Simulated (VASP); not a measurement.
Set up this calculation in VASP 6.6.1, as the native input.

```yaml
Task: single point
Functional: PBEsol
Potentials_or_basis: VASP PAW PBE potentials, release 64 (Cu, O)
Cutoff: 520 eV
k_mesh: 9 × 9 × 5
Occupations: fermi-dirac, width 0.05 eV
Spin: no spin polarisation
Dipole_correction: no
Further_INCAR_settings: ALGO = Normal; EDIFF = 1e-06; NBANDS = 25
```

The structure of CuO lies in POSCAR:

```
CuO
1.0
    2.8405840181      0.0000000000      0.0000000000
    0.0385446830      2.8403655272      0.0000000000
    0.0172589332      0.0170118330      5.1063800938
Cu O
2 2
Direct
    0.0000000000      0.5000000000      0.0000000000
    0.5000000000      0.0000000000      0.5000000000
    0.9984239700      0.0016717800      0.7498871000
    0.0015760300      0.9983282200      0.2501129000
```

One way to write it, as run:

INCAR

```
SYSTEM = CuO
PREC = Accurate
ENCUT = 520
EDIFF = 1E-6
ISMEAR = -1
SIGMA = 0.05
LREAL = .False.
LASPH = .True.
NELM = 80
ALGO = Normal
ISIF = 2
LWAVE = .False.
LCHARG = .False.
GGA = PS
NBANDS = 25
```

KPOINTS

```
Automatic mesh
0
Gamma
  9 9 5
  0 0 0
```

Potentials or basis: VASP PAW PBE potentials, release 64 (Cu, O).

Run with:

```bash
$ cat potpaw_PBE.64/Cu/POTCAR potpaw_PBE.64/O/POTCAR > POTCAR
$ mpirun -np 1 vasp_std > vasp.out
```

It gave:

- Pressure: 6.2 GPa
- Largest force: 0.013 eV/Å
- Band gap on the k mesh: zero (band 17 reaches 6.34 eV, above the bottom of band 18 at 5.35 eV)

Caveat: the PAW data sets were made with another functional, which shifts forces and pressure a little; semilocal functionals often make such compounds metallic where correlation or magnetic order opens a gap, which also shifts bond lengths.

Run time: 82 s on 1 thread of Intel(R) Xeon(R) 6975P-C (Granite Rapids) (shared host), peak memory 0.29 GiB.
